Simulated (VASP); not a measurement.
# InAs (Fm-3m) in VASP: a series of runs

Runs on InAs. Level: LDA. Tasks: single point.

All numbers are computed with VASP 6.6.1; they aren't measurements. Logs are shortened: lines on timing, memory, paths and dates and some standing lists are left out, and cuts for length are marked.

### 1 The cell of the first run

Symmetry: Fm-3m, No. 225, cubic system. The conventional cell has a = 5.755 Å, b = 5.755 Å, c = 5.755 Å, α = 90.00°, β = 90.00°, γ = 90.00°. Within 3.8 Å of In (site symmetry m-3m) lie 6 As at 2.88 Å. Within 3.8 Å of As (site symmetry m-3m) lie 6 In at 2.88 Å.

### 2 Single point, LDA

The input, INCAR:

```
ALGO = Normal ; EDIFF = 1E-6
ENCUT = 520 ; ISIF = 2
ISMEAR = -1 ; LASPH = True
LCHARG = True ; LELF = True
LREAL = False ; LVHAR = True
LWAVE = False ; NBANDS = 16
NELM = 80 ; PREC = Accurate
SIGMA = 0.1
```

The input, KPOINTS:

```
k-points
0
Gamma
  4 4 4
```

The input, POSCAR:

```
InAs
1.0
    0.0000000000      2.8773040000      2.8773040000
    2.8773040000      0.0000000000      2.8773040000
    2.8773040000      2.8773040000      0.0000000000
In As
1 1
Direct
    0.5000000000      0.5000000000      0.5000000000
    0.0000000000      0.0000000000      0.0000000000
```

Potentials or basis: VASP PAW LDA potentials, release 64 (In_d, As).

Launch:

```bash
cat potpaw_LDA.64/In_d/POTCAR potpaw_LDA.64/As/POTCAR > POTCAR
mpirun -np 1 vasp_std > vasp.out
```

OUTCAR:

```text
EDIFF = 1E-6
   ENCUT = 520
   ISIF = 2
   ISMEAR = -1
   LASPH = True
   LREAL = False
   NELM = 80
   PREC = Accurate

 ion  position               nearest neighbor table
   1  0.500  0.500  0.500-   2 2.88   2 2.88   2 2.88   2 2.88   2 2.88   2 2.88
   2  0.000  0.000  0.000-   1 2.88   1 2.88   1 2.88   1 2.88   1 2.88   1 2.88

  LATTYP: Found a face centered cubic cell.
 ALAT       =     5.7546080000

  Lattice vectors:

 A1 = (   0.0000000000,   2.8773040000,   2.8773040000)
 A2 = (   2.8773040000,   0.0000000000,   2.8773040000)
 A3 = (   2.8773040000,   2.8773040000,   0.0000000000)

Analysis of symmetry for initial positions (statically):
=====================================================================
 Subroutine PRICEL returns:
 Original cell was already a primitive cell.

 Routine SETGRP: Setting up the symmetry group for a
 face centered cubic supercell.

 Subroutine GETGRP returns: Found 48 space group operations
 (whereof 48 operations were pure point group operations)
 out of a pool of 48 trial point group operations.

The static configuration has the point symmetry O_h .

Analysis of symmetry for dynamics (positions and initial velocities):
=====================================================================
 Subroutine PRICEL returns:
 Original cell was already a primitive cell.

 Routine SETGRP: Setting up the symmetry group for a
 face centered cubic supercell.

 Subroutine GETGRP returns: Found 48 space group operations
 (whereof 48 operations were pure point group operations)
 out of a pool of 48 trial point group operations.

The dynamic configuration has the point symmetry O_h .

 Subroutine INISYM returns: Found 48 space group operations
 (whereof 48 operations are pure point group operations),
 and found     1 'primitive' translations

----------------------------------------------------------------------------------------

                                     Primitive cell

  volume of cell :      47.6417

  direct lattice vectors                    reciprocal lattice vectors
     0.000000000  2.877304000  2.877304000    -0.173773783  0.173773783  0.173773783
     2.877304000  0.000000000  2.877304000     0.173773783 -0.173773783  0.173773783
     2.877304000  2.877304000  0.000000000     0.173773783  0.173773783 -0.173773783

  length of vectors
     4.069122340  4.069122340  4.069122340     0.300985021  0.300985021  0.300985021

  position of ions in fractional coordinates (direct lattice)
     0.500000000  0.500000000  0.500000000
     0.000000000  0.000000000  0.000000000

  ion indices of the primitive-cell ions
   primitive index   ion index
                 1           1
                 2           2

----------------------------------------------------------------------------------------

 KPOINTS: k-points

Automatic generation of k-mesh.
 Grid dimensions read from file:
 generate k-points for:    4    4    4

 Generating k-lattice:

  Cartesian coordinates                     Fractional coordinates (reciprocal lattice)
    -0.043443446  0.043443446  0.043443446     0.250000000  0.000000000  0.000000000
     0.043443446 -0.043443446  0.043443446     0.000000000  0.250000000  0.000000000
     0.043443446  0.043443446 -0.043443446     0.000000000  0.000000000  0.250000000

  Length of vectors
     0.075246255  0.075246255  0.075246255

  Shift w.r.t. Gamma in fractional coordinates (k-lattice)
     0.000000000  0.000000000  0.000000000

 Subroutine IBZKPT returns following result:
 ===========================================

 Found      8 irreducible k-points:

 Following reciprocal coordinates:
            Coordinates               Weight
  0.000000  0.000000  0.000000      1.000000
  0.250000  0.000000  0.000000      8.000000
  0.500000  0.000000  0.000000      4.000000
  0.250000  0.250000  0.000000      6.000000
  0.500000  0.250000  0.000000     24.000000
 -0.250000  0.250000  0.000000     12.000000
  0.500000  0.500000  0.000000      3.000000
 -0.250000  0.500000  0.250000      6.000000
   k-points           NKPTS =      8   k-points in BZ     NKDIM =      8   number of bands    NBANDS=     16
   number of dos      NEDOS =    301   number of ions     NIONS =      2
   total plane-waves  NPLWV =  27000
   dimension x,y,z NGX =    30 NGY =   30 NGZ =   30
   dimension x,y,z NGXF=    60 NGYF=   60 NGZF=   60
   ions per type =               1   1
   NGX,Y,Z   is equivalent  to a cutoff of  12.26, 12.26, 12.26 a.u.
   NGXF,Y,Z  is equivalent  to a cutoff of  24.51, 24.51, 24.51 a.u.
 SYSTEM =  unknown system
   PREC   = accura    normal or accurate (medium, high low for compatibility)
   ISTART =      0    job   : 0-new  1-cont  2-samecut
   ICHARG =      2    charge: 1-file 2-atom 10-const
   ISPIN  =      1    spin polarized calculation?
   LNONCOLLINEAR =      F non collinear calculations
   LSORBIT =      F    spin-orbit coupling
   LASPH  =      T    aspherical Exc in radial PAW
   ENCUT  =  520.0 eV  38.22 Ry    6.18 a.u.   7.57  7.57  7.57*2*pi/ulx,y,z
   NELM   =     80;   NELMIN=  2; NELMDL= -5     # of ELM steps
   EDIFF  = 0.1E-05   stopping-criterion for ELM
   LREAL  =      F    real-space projection
   EDIFFG = 0.1E-04   stopping-criterion for IOM
   NSW    =      0    number of steps for IOM
   IBRION =     -1    ionic relax: 0-MD 1-quasi-New 2-CG
   NFREE  =      0    steps in history (QN), initial steepest desc. (CG)
   ISIF   =      2    stress and relaxation
   ISYM   =      2    0-nonsym 1-usesym 2-fastsym
   POTIM  = 0.5000    time-step for ionic-motion
   TEBEG  =    0.0;   TEEND  =   0.0 temperature during run
   PSTRESS=    0.0 pullay stress
   NELECT =      18.0000    total number of electrons
   NUPDOWN=      -1.0000    fix difference up-down
   EMIN   =  10.00;   EMAX   =-10.00  energy-range for DOS
   EFERMI =   0.00;   METHOD = LEGACY
   ISMEAR =    -1;   SIGMA  =   0.10  broadening in eV -4-tet -1-fermi 0-gaus
   EFERMI_NEDOS =   21; number of points for ismear=-14 and -15
   IALGO  =     38    algorithm
   IMIX   =      4    mixing-type and parameters
     AMIX     =   0.40;   BMIX     =  1.00
     AMIX_MAG =   1.60;   BMIX_MAG =  1.00
  volume/ion in A,a.u.               =      23.82       160.75
  Fermi-wavevector in a.u.,A,eV,Ry     =   1.183505  2.236499 19.057448  1.400683
  Thomas-Fermi vector in A             =   2.319738
   LORBIT       =      0    0 simple, 1 ext, 2 COOP (PROOUT), +10 PAW based schemes
   GGA     = CA    functional components
   LHFCALC =     F    Hartree Fock is set to
   AEXX    =    0.0000 exact exchange contribution
   IVDW    =     0    specifies the selected vdW correction
   LEPSILON=     F    determine dielectric tensor
   LRPA    =     F    only Hartree local field effects (RPA)
 non-spin polarized calculation
  energy-cutoff  :      520.00
  volume of cell :       47.64
 maximum number of plane-waves:      1299
   NGX = 15   NGY = 15   NGZ = 15

 number of electron      18.0000002 magnetization

 Free energy of the ion-electron system (eV)
  ---------------------------------------------------
  ext. energy  EPLUGINS =         0.00000000
  ---------------------------------------------------
  free energy    TOTEN  =        -8.40766228 eV

  energy without entropy =       -8.30349127  energy(sigma->0) =       -8.35557677

 E-fermi :   5.8957     XC(G=0): -10.3261

 val. band max:        5.7500572889   @ k =  -0.2500   0.2500   0.0000
 cond. band min:       5.9741622243   @ k =   0.5000   0.2500   0.0000
 fundamental gap:      0.2241049353
 Fermi energy:         5.8956694924

 k-point     1 :       0.0000    0.0000    0.0000
  band No.  band energies     occupation
      1      -8.5195      2.00000
      2      -8.5195      2.00000
      3      -8.4991      2.00000
      4      -8.4991      2.00000
      5      -8.4991      2.00000
      6      -6.3115      2.00000
[... 8 lines left out ...]
     15      13.1154      0.00000
     16      13.1154      0.00000

 k-point     2 :       0.2500    0.0000    0.0000
  band No.  band energies     occupation
      1      -8.5432      2.00000
      2      -8.5432      2.00000
      3      -8.5009      2.00000
      4      -8.4724      2.00000
      5      -8.4724      2.00000
      6      -5.6627      2.00000
[... 8 lines left out ...]
     15      14.5418      0.00000
     16      14.5418      0.00000

 k-point     3 :       0.5000    0.0000    0.0000
  band No.  band energies     occupation
      1      -8.5690      2.00000
      2      -8.5690      2.00000
      3      -8.5051      2.00000
      4      -8.4432      2.00000
      5      -8.4432      2.00000
      6      -4.6237      2.00000
[... 8 lines left out ...]
     15      17.6405      0.00000
     16      17.6405      0.00000

 k-point     4 :       0.2500    0.2500    0.0000
  band No.  band energies     occupation
      1      -8.6247      2.00000
      2      -8.5178      2.00000
      3      -8.5029      2.00000
      4      -8.4613      2.00000
      5      -8.4613      2.00000
      6      -5.3784      2.00000
[... 8 lines left out ...]
     15      16.8798      0.00000
     16      17.0416      0.00000

 k-point     5 :       0.5000    0.2500    0.0000
  band No.  band energies     occupation
      1      -8.6751      2.00000
      2      -8.5255      2.00000
      3      -8.5066      2.00000
      4      -8.4517      2.00000
      5      -8.4340      2.00000
      6      -4.2476      2.00000
[... 8 lines left out ...]
     15      17.9600      0.00000
     16      18.1255      0.00000

 k-point     6 :      -0.2500    0.2500    0.0000
  band No.  band energies     occupation
      1      -8.6010      2.00000
      2      -8.5541      2.00000
      3      -8.4854      2.00000
      4      -8.4673      2.00000
      5      -8.4571      2.00000
      6      -4.6973      2.00000
[... 8 lines left out ...]
     15      15.9580      0.00000
     16      17.1884      0.00000

 k-point     7 :       0.5000    0.5000    0.0000
  band No.  band energies     occupation
      1      -8.7816      2.00000
      2      -8.5366      2.00000
      3      -8.4862      2.00000
      4      -8.4192      2.00000
      5      -8.4192      2.00000
      6      -3.7504      2.00000
[... 8 lines left out ...]
     15      18.8560      0.00000
     16      20.2456      0.00000

 k-point     8 :      -0.2500    0.5000    0.2500
  band No.  band energies     occupation
      1      -8.7106      2.00000
      2      -8.5270      2.00000
      3      -8.4813      2.00000
      4      -8.4813      2.00000
      5      -8.4192      2.00000
      6      -3.7405      2.00000
[... 8 lines left out ...]
     15      16.2475      0.00000
     16      20.1185      0.00000

------------------------ aborting loop because EDIFF is reached ----------------------------------------

  FORCE on cell =-STRESS in cart. coord.  units (eV):
  Direction    XX          YY          ZZ          XY          YZ          ZX
  --------------------------------------------------------------------------------------
  -------------------------------------------------------------------------------------
  Total       -1.0598966     -1.0598966     -1.0598966     -0.0000000     -0.0000000      0.0000000
  in kB      -35.6440344    -35.6440344    -35.6440344     -0.0000000     -0.0000000      0.0000000
  external PRESSURE =     -35.6440344 kB  Pullay stress =       0.0000000 kB

 VOLUME and BASIS-vectors are now :
 -----------------------------------------------------------------------------
  energy-cutoff  :      520.00
  volume of cell :       47.64
      direct lattice vectors                 reciprocal lattice vectors
     0.000000000  2.877304000  2.877304000    -0.173773783  0.173773783  0.173773783
     2.877304000  0.000000000  2.877304000     0.173773783 -0.173773783  0.173773783
     2.877304000  2.877304000  0.000000000     0.173773783  0.173773783 -0.173773783

 POSITION                                       TOTAL-FORCE (eV/Angst)
 -----------------------------------------------------------------------------------
      2.87730      2.87730      2.87730         0.000000      0.000000     -0.000000
      0.00000      0.00000      0.00000        -0.000000     -0.000000      0.000000
 -----------------------------------------------------------------------------------
    total drift:                                0.000000      0.000000      0.000000

  FREE ENERGIE OF THE ION-ELECTRON SYSTEM (eV)
  ---------------------------------------------------
  free  energy   TOTEN  =        -8.4076622787 eV

  energy  without entropy=       -8.3034912686  energy(sigma->0) =       -8.35557677
```

Wall time 4.5 s (1 thread of Intel Xeon 6975P-C, shared host); peak memory 0.14 GiB.

Results:

| Property | Result |
| --- | --- |
| Free energy | -8.4077 eV |
| Pressure | -3.6 GPa |
| Band gap on the k mesh | zero (band 9 reaches 6.02 eV, above the bottom of band 10 at 3.57 eV) |

Caveat: the k points lie up to 0.47 Å⁻¹ apart; spin-orbit coupling is left out, which moves the levels of the heavy elements.

### 3 Single point, LDA

The input, INCAR:

```
SYSTEM = InAs
ALGO = Normal
EDIFF = 1E-6
ENCUT = 520
ISIF = 2
ISMEAR = -1
LASPH = .TRUE.
LCHARG = .FALSE.
LREAL = .FALSE.
LWAVE = .FALSE.
NBANDS = 16
NELM = 100
PREC = Accurate
SIGMA = 0.1
```

The input, KPOINTS:

```
k-points
0
G
  4 4 4
  0 0 0
```

POSCAR is that of step 2.

Potentials or basis: VASP PAW LDA potentials, release 64 (In_d, As).

Launch:

```bash
cat potpaw_LDA.64/In_d/POTCAR potpaw_LDA.64/As/POTCAR > POTCAR
mpirun -np 1 vasp_std > vasp.out
```

It took 4 s on 1 thread of Intel Xeon 6975P-C, shared host; peak memory 0.14 GiB.

Results (log left out):

```yaml
Free_energy: -8.4077 eV
Pressure: -3.6 GPa
Band_gap_on_the_k_mesh: zero (band 9 reaches 6.02 eV, above the bottom of band 10 at 3.57 eV)
```

Levels at points of the mesh, in eV from the Fermi level:
```
           k point  band 7  band 8  band 9  band 10  band 11  band 12
(0.00, 0.00, 0.00)   -0.94   -0.29   -0.29    -0.29     7.10     7.10
(0.50, 0.00, 0.00)   -6.68    0.12    0.12     1.93     3.07     3.07
(0.50, 0.50, 0.00)   -4.81   -3.20   -2.33    -2.33     3.77     8.93
```

Caveat: the k points lie up to 0.47 Å⁻¹ apart; spin-orbit coupling is left out, which moves the levels of the heavy elements.
